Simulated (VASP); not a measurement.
# Nb (Immm) in VASP: notebook

The runs below take Nb through single point, with PBEsol.

All numbers are computed with VASP 6.6.1; they aren't measurements. Logs are shortened: lines on timing, memory, paths and dates and some standing lists are left out, and cuts for length are marked.

## (1) The cell of the first run

Symmetry: Immm, No. 71, orthorhombic system. Conventional cell: a = 2.842 Å, b = 3.141 Å, c = 4.230 Å, α = 90.00°, β = 90.00°, γ = 90.00°. Within 3.7 Å of Nb (site symmetry mmm) lie 12 Nb at 2.84 to 3.14 Å.

## (2) Single point, PBEsol (strain -0.1000 x Voigt [0, 0, 0, 0, 0, 1])

The input, INCAR:

```
ALGO = Fast ; EDIFF = 1E-7
ENCUT = 520 ; GGA = PS
ISIF = 2 ; ISMEAR = 0
LASPH = T ; LCHARG = T
LELF = T ; LREAL = F
LVHAR = T ; LWAVE = F
NBANDS = 12 ; NELM = 100
PREC = Accurate ; SIGMA = 0.15
```

The input, KPOINTS:

```
k-points
0
Gamma
  20 20 20
```

The input, POSCAR:

```
Nb
1.0
   -0.1057500000      2.1150000000      2.1150000000
    2.1150000000     -0.1057500000      2.1150000000
    2.0092500000      2.0092500000      0.0000000000
Nb
1
Direct
    0.0000000000      0.0000000000      0.0000000000
```

Potentials or basis: VASP PAW PBE potentials, release 64 (Nb_sv).

Started as:

```
cat potpaw_PBE.64/Nb_sv/POTCAR > POTCAR
mpirun -np 1 vasp_std > vasp.out
```

OUTCAR:

```text
EDIFF = 1E-7
   ENCUT = 520
   GGA = PS
   ISIF = 2
   ISMEAR = 0
   LASPH = T
   LREAL = F
   NELM = 100
   PREC = Accurate

 ion  position               nearest neighbor table
   1  0.000  0.000  0.000-

  LATTYP: Found a body centered orthorhombic cell.
 ALAT       =     2.8415086002
 B/A-ratio  =     1.1052631579
 C/A-ratio  =     1.4886458551

  Lattice vectors:

 A1 = (   0.1057500000,  -2.1150000000,  -2.1150000000)
 A2 = (  -0.1057500000,   2.1150000000,  -2.1150000000)
 A3 = (   2.1150000000,  -0.1057500000,   2.1150000000)

Analysis of symmetry for initial positions (statically):
=====================================================================
 Subroutine PRICEL returns:
 Original cell was already a primitive cell.

 Routine SETGRP: Setting up the symmetry group for a
 body centered orthorhombic supercell.

 Subroutine GETGRP returns: Found  8 space group operations
 (whereof  8 operations were pure point group operations)
 out of a pool of  8 trial point group operations.

The static configuration has the point symmetry D_2h.

Analysis of symmetry for dynamics (positions and initial velocities):
=====================================================================
 Subroutine PRICEL returns:
 Original cell was already a primitive cell.

 Routine SETGRP: Setting up the symmetry group for a
 body centered orthorhombic supercell.

 Subroutine GETGRP returns: Found  8 space group operations
 (whereof  8 operations were pure point group operations)
 out of a pool of  8 trial point group operations.

The dynamic configuration has the point symmetry D_2h.

 Subroutine INISYM returns: Found  8 space group operations
 (whereof  8 operations are pure point group operations),
 and found     1 'primitive' translations

----------------------------------------------------------------------------------------

                                     Primitive cell

  volume of cell :      18.8744

  direct lattice vectors                    reciprocal lattice vectors
    -0.105750000  2.115000000  2.115000000    -0.225149161  0.225149161  0.236406619
     2.115000000 -0.105750000  2.115000000     0.225149161 -0.225149161  0.236406619
     2.009250000  2.009250000  0.000000000     0.248849073  0.248849073 -0.236406619

  length of vectors
     2.992930514  2.992930514  2.841508600     0.396575818  0.396575818  0.423957323

  position of ions in fractional coordinates (direct lattice)
     0.000000000  0.000000000  0.000000000

  ion indices of the primitive-cell ions
   primitive index   ion index
                 1           1

----------------------------------------------------------------------------------------

 KPOINTS: k-points

Automatic generation of k-mesh.
 Grid dimensions read from file:
 generate k-points for:   20   20   20

 Generating k-lattice:

  Cartesian coordinates                     Fractional coordinates (reciprocal lattice)
    -0.011257458  0.011257458  0.011820331     0.050000000  0.000000000  0.000000000
     0.011257458 -0.011257458  0.011820331     0.000000000  0.050000000  0.000000000
     0.012442454  0.012442454 -0.011820331     0.000000000  0.000000000  0.050000000

  Length of vectors
     0.019828791  0.019828791  0.021197866

  Shift w.r.t. Gamma in fractional coordinates (k-lattice)
     0.000000000  0.000000000  0.000000000

 Subroutine IBZKPT returns following result:
 ===========================================

 Found   1166 irreducible k-points:

 Following reciprocal coordinates:
            Coordinates               Weight
  0.000000  0.000000  0.000000      1.000000
  0.050000  0.000000  0.000000      4.000000
  0.100000 -0.000000  0.000000      4.000000
  0.150000 -0.000000  0.000000      4.000000
  0.200000 -0.000000  0.000000      4.000000
  0.250000 -0.000000  0.000000      4.000000
[... 16 lines left out ...]
 -0.400000  0.050000  0.000000      4.000000
 -0.350000  0.050000  0.000000      4.000000
 [... further k-points ...]
   k-points           NKPTS =   1166   k-points in BZ     NKDIM =   1166   number of bands    NBANDS=     12
   number of dos      NEDOS =    301   number of ions     NIONS =      1
   total plane-waves  NPLWV =  13824
   dimension x,y,z NGX =    24 NGY =   24 NGZ =   24
   dimension x,y,z NGXF=    48 NGYF=   48 NGZF=   48
   ions per type =               1
   NGX,Y,Z   is equivalent  to a cutoff of  13.33, 13.33, 14.04 a.u.
   NGXF,Y,Z  is equivalent  to a cutoff of  26.66, 26.66, 28.08 a.u.
 SYSTEM =  unknown system
   PREC   = accura    normal or accurate (medium, high low for compatibility)
   ISTART =      0    job   : 0-new  1-cont  2-samecut
   ICHARG =      2    charge: 1-file 2-atom 10-const
   ISPIN  =      1    spin polarized calculation?
   LNONCOLLINEAR =      F non collinear calculations
   LSORBIT =      F    spin-orbit coupling
   LASPH  =      T    aspherical Exc in radial PAW
   ENCUT  =  520.0 eV  38.22 Ry    6.18 a.u.   5.56  5.56  5.28*2*pi/ulx,y,z
   NELM   =    100;   NELMIN=  2; NELMDL= -5     # of ELM steps
   EDIFF  = 0.1E-06   stopping-criterion for ELM
   LREAL  =      F    real-space projection
   EDIFFG = 0.1E-05   stopping-criterion for IOM
   NSW    =      0    number of steps for IOM
   IBRION =     -1    ionic relax: 0-MD 1-quasi-New 2-CG
   NFREE  =      0    steps in history (QN), initial steepest desc. (CG)
   ISIF   =      2    stress and relaxation
   ISYM   =      2    0-nonsym 1-usesym 2-fastsym
   POTIM  = 0.5000    time-step for ionic-motion
   TEBEG  =    0.0;   TEEND  =   0.0 temperature during run
   PSTRESS=    0.0 pullay stress
   NELECT =      13.0000    total number of electrons
   NUPDOWN=      -1.0000    fix difference up-down
   EMIN   =  10.00;   EMAX   =-10.00  energy-range for DOS
   EFERMI =   0.00;   METHOD = LEGACY
   ISMEAR =     0;   SIGMA  =   0.15  broadening in eV -4-tet -1-fermi 0-gaus
   EFERMI_NEDOS =   21; number of points for ismear=-14 and -15
   IALGO  =     68    algorithm
   IMIX   =      4    mixing-type and parameters
     AMIX     =   0.40;   BMIX     =  1.00
     AMIX_MAG =   1.60;   BMIX_MAG =  1.00
  volume/ion in A,a.u.               =      18.87       127.37
  Fermi-wavevector in a.u.,A,eV,Ry     =   1.445766  2.732101 28.439424  2.090239
  Thomas-Fermi vector in A             =   2.563911
   LORBIT       =      0    0 simple, 1 ext, 2 COOP (PROOUT), +10 PAW based schemes
   GGA     = PS    functional components
   LHFCALC =     F    Hartree Fock is set to
   AEXX    =    0.0000 exact exchange contribution
   IVDW    =     0    specifies the selected vdW correction
   LEPSILON=     F    determine dielectric tensor
   LRPA    =     F    only Hartree local field effects (RPA)
 non-spin polarized calculation
 RMM-DIIS sequential band-by-band and
 Gauss-broadening in eV      SIGMA  =   0.15
  energy-cutoff  :      520.00
  volume of cell :       18.87
 maximum number of plane-waves:       525
   NGX = 11   NGY = 11   NGZ = 11

 number of electron      13.0000000 magnetization

 Free energy of the ion-electron system (eV)
  ---------------------------------------------------
  ext. energy  EPLUGINS =         0.00000000
  ---------------------------------------------------
  free energy    TOTEN  =       -10.61910054 eV

  energy without entropy =      -10.60026382  energy(sigma->0) =      -10.60968218

 E-fermi :  10.7086     XC(G=0): -12.3798

 val. band max:       10.7074618223   @ k =   0.3500   0.2500   0.1000
 cond. band min:      10.7089301290   @ k =   0.2500   0.0500   0.0000
 fundamental gap:      0.0014683067
 Fermi energy:        10.7086441916

 k-point     1 :       0.0000    0.0000    0.0000
  band No.  band energies     occupation
      1     -43.9129      2.00000
      2     -19.4393      2.00000
      3     -19.3424      2.00000
      4     -19.1705      2.00000
      5       4.5305      2.00000
      6      10.1585      2.00000
      7      10.6628      1.33452
      8      11.6902      0.00000
      9      13.5666      0.00000
     10      13.5698      0.00000
     11      22.5517      0.00000
     12      26.2491      0.00000

 k-point     2 :       0.0500    0.0000    0.0000
  band No.  band energies     occupation
      1     -43.9091      2.00000
      2     -19.4577      2.00000
      3     -19.3541      2.00000
      4     -19.1741      2.00000
      5       4.6178      2.00000
      6      10.1467      2.00000
      7      10.6472      1.43792
      8      11.7276      0.00000
      9      13.5343      0.00000
     10      13.5518      0.00000
     11      22.7160      0.00000
     12      26.0812      0.00000

 k-point     3 :       0.1000   -0.0000    0.0000
  band No.  band energies     occupation
      1     -43.8979      2.00000
      2     -19.5243      2.00000
      3     -19.3744      2.00000
      4     -19.1845      2.00000
      5       4.8708      2.00000
      6      10.0858      2.00000
      7      10.6342      1.51718
      8      11.8250      0.00000
      9      13.4578      0.00000
     10      13.5169      0.00000
     11      23.1789      0.00000
     12      25.4915      0.00000

 k-point     4 :       0.1500   -0.0000    0.0000
  band No.  band energies     occupation
      1     -43.8803      2.00000
      2     -19.6420      2.00000
      3     -19.3904      2.00000
      4     -19.2008      2.00000
      5       5.2626      2.00000
      6       9.9614      2.00000
      7      10.6581      1.36602
      8      11.9349      0.00000
      9      13.3912      0.00000
     10      13.5237      0.00000
     11      23.8364      0.00000
     12      24.7008      0.00000

 k-point     5 :       0.2000   -0.0000    0.0000
  band No.  band energies     occupation
      1     -43.8581      2.00000
      2     -19.7940      2.00000
      3     -19.4042      2.00000
      4     -19.2211      2.00000
      5       5.7420      2.00000
      6       9.8391      2.00000
      7      10.6818      1.19984
      8      11.9845      0.00000
      9      13.4040      0.00000
     10      13.6562      0.00000
     11      23.7861      0.00000
     12      24.6457      0.00000
[... 228 lines left out ...]
      1     -43.7502      2.00000
      2     -20.4767      2.00000
      3     -19.4754      2.00000
      4     -19.3208      2.00000
      5       7.0127      2.00000
      6      10.1617      2.00000
      7      11.4822      0.00000
      8      11.5566      0.00000
      9      14.9747      0.00000
     10      15.7062      0.00000
     11      20.5942      0.00000
     12      22.8420      0.00000

 k-point    22 :      -0.4500    0.0500    0.0000
  band No.  band energies     occupation
      1     -43.7524      2.00000
      2     -20.4622      2.00000
      3     -19.4800      2.00000
      4     -19.3157      2.00000
      5       7.0094      2.00000
      6      10.1606      2.00000
      7      11.4790      0.00000
      8      11.5592      0.00000
      9      14.9796      0.00000
     10      15.5594      0.00000
     11      20.6477      0.00000
     12      22.9274      0.00000

 k-point    23 :      -0.4000    0.0500    0.0000
  band No.  band energies     occupation
      1     -43.7623      2.00000
      2     -20.3998      2.00000
      3     -19.4806      2.00000
      4     -19.3041      2.00000
      5       6.9968      2.00000
      6      10.2088      2.00000
      7      11.1345      0.00006
      8      11.6123      0.00000
      9      14.8308      0.00000
     10      15.2179      0.00000
     11      21.0208      0.00000
     12      23.3324      0.00000

 k-point    24 :      -0.3500    0.0500    0.0000
  band No.  band energies     occupation
      1     -43.7789      2.00000
      2     -20.2948      2.00000
      3     -19.4767      2.00000
      4     -19.2869      2.00000
      5       6.9370      2.00000
      6      10.2776      1.99995
      7      10.6342      1.51725
      8      11.7103      0.00000
      9      14.5825      0.00000
     10      14.7544      0.00000
     11      21.5792      0.00000
     12      23.9921      0.00000

 [... further k-points ...]
[... 5 lines left out ...]
  --------------------------------------------------------------------------------------
  -------------------------------------------------------------------------------------
  Total       -0.9179317     -0.9179317     -0.8066957     -0.3617827      0.0000000      0.0000000
  in kB      -77.9196388    -77.9196388    -68.4772508    -30.7103242      0.0000000      0.0000000
  external PRESSURE =     -74.7721761 kB  Pullay stress =       0.0000000 kB

 VOLUME and BASIS-vectors are now :
 -----------------------------------------------------------------------------
  energy-cutoff  :      520.00
  volume of cell :       18.87
      direct lattice vectors                 reciprocal lattice vectors
    -0.105750000  2.115000000  2.115000000    -0.225149161  0.225149161  0.236406619
     2.115000000 -0.105750000  2.115000000     0.225149161 -0.225149161  0.236406619
     2.009250000  2.009250000  0.000000000     0.248849073  0.248849073 -0.236406619

 POSITION                                       TOTAL-FORCE (eV/Angst)
 -----------------------------------------------------------------------------------
      0.00000      0.00000      0.00000         0.000000     -0.000000     -0.000000
 -----------------------------------------------------------------------------------
    total drift:                                0.000000     -0.000000     -0.000000

  FREE ENERGIE OF THE ION-ELECTRON SYSTEM (eV)
  ---------------------------------------------------
  free  energy   TOTEN  =       -10.6191005402 eV

  energy  without entropy=      -10.6002638168  energy(sigma->0) =      -10.60968218
```

It took 6.6 min on 1 thread of Intel Xeon Platinum 8488C (Sapphire Rapids), shared host; peak memory 0.36 GiB.

What came out:

* Free energy: -10.6191 eV
* Pressure: -7.5 GPa
* Band gap on the k mesh: zero (an odd number of electrons rules out a gap without spin polarisation)

Stress tensor (GPa, compression positive):
```
-7.79 -3.07  0.00
-3.07 -7.79  0.00
 0.00  0.00 -6.85
```

Levels at points of the mesh, in eV from the Fermi level:
| k point | band 2 | band 3 | band 4 | band 5 | band 6 | band 7 | band 8 | band 9 | band 10 | band 11 |
| --- | --- | --- | --- | --- | --- | --- | --- | --- | --- | --- |
| (0.00, 0.00, 0.00) | -30.15 | -30.05 | -29.88 | -6.18 | -0.55 | -0.05 | 0.98 | 2.86 | 2.86 | 11.84 |
| (0.50, 0.00, 0.00) | -31.19 | -30.16 | -30.02 | -3.77 | -0.46 | 0.78 | 0.96 | 4.08 | 5.00 | 9.91 |
| (0.50, 0.50, 0.00) | -31.14 | -30.63 | -30.23 | -3.99 | -3.25 | 3.58 | 4.77 | 5.30 | 5.33 | 9.90 |
| (0.00, 0.00, 0.50) | -31.28 | -30.29 | -30.24 | -3.76 | -0.72 | 0.39 | 1.89 | 4.45 | 5.19 | 11.12 |
| (0.50, 0.00, 0.50) | -31.19 | -30.45 | -30.45 | -3.98 | -3.24 | 3.65 | 4.37 | 5.19 | 5.56 | 11.21 |

Caveat: the cell differs from its parent crystal (strain -0.1000 x Voigt [0, 0, 0, 0, 0, 1]); the cell stands under tension; the PAW data sets were made with another functional, which shifts forces and pressure a little.

## (3) Single point, PBEsol (strain +0.0875 x Voigt [0, 0, 0, 0, 0, 1])

The input, INCAR:

```
PREC = Accurate
ENCUT = 520
EDIFF = 1E-6
ISMEAR = 0
SIGMA = 0.15
LREAL = False
LASPH = True
NELM = 80
ALGO = Fast
ISIF = 2
LWAVE = False
LCHARG = True
GGA = PS
LELF = True
LVHAR = True
NBANDS = 12
```

The input, KPOINTS:

```
Automatic mesh
0
Gamma
  20 20 20
```

The input, POSCAR:

```
Nb
1.0
    0.0925312500      2.1150000000      2.1150000000
    2.1150000000      0.0925312500      2.1150000000
    2.2075312500      2.2075312500      0.0000000000
Nb
1
Direct
    0.0000000000      0.0000000000      0.0000000000
```

Potentials or basis: VASP PAW PBE potentials, release 64 (Nb_sv).

Started as:

```
cat potpaw_PBE.64/Nb_sv/POTCAR > POTCAR
mpirun -np 1 vasp_std > vasp.out
```

It took 5.4 min on 1 thread of Intel Xeon Platinum 8488C (Sapphire Rapids), shared host; peak memory 0.36 GiB.

It converged, with:

| Quantity | Value |
| --- | --- |
| Free energy | -10.6143 eV |
| Pressure | -7.4 GPa |
| Band gap on the k mesh | zero (an odd number of electrons rules out a gap without spin polarisation) |

Stress tensor (GPa, compression positive):
```
-7.58  2.78  0.00
 2.78 -7.58  0.00
 0.00  0.00 -7.13
```

Levels at points of the mesh, in eV from the Fermi level:
| k point | band 2 | band 3 | band 4 | band 5 | band 6 | band 7 | band 8 | band 9 | band 10 | band 11 |
| --- | --- | --- | --- | --- | --- | --- | --- | --- | --- | --- |
| (0.00, 0.00, 0.00) | -30.16 | -30.07 | -29.92 | -6.19 | -0.48 | -0.01 | 0.86 | 2.82 | 2.82 | 11.84 |
| (0.50, 0.00, 0.00) | -31.29 | -30.30 | -30.25 | -3.78 | -0.65 | 0.33 | 1.81 | 4.47 | 5.12 | 11.00 |
| (0.50, 0.50, 0.00) | -31.15 | -30.63 | -30.28 | -4.00 | -3.26 | 3.57 | 4.73 | 5.28 | 5.30 | 10.04 |
| (0.00, 0.00, 0.50) | -31.21 | -30.18 | -30.07 | -3.78 | -0.41 | 0.66 | 1.00 | 4.15 | 4.94 | 9.95 |
| (0.50, 0.00, 0.50) | -31.19 | -30.47 | -30.47 | -3.99 | -3.25 | 3.62 | 4.40 | 5.20 | 5.49 | 11.20 |

Caveat: the cell differs from its parent crystal (strain +0.0875 x Voigt [0, 0, 0, 0, 0, 1]); the cell stands under tension; the PAW data sets were made with another functional, which shifts forces and pressure a little.
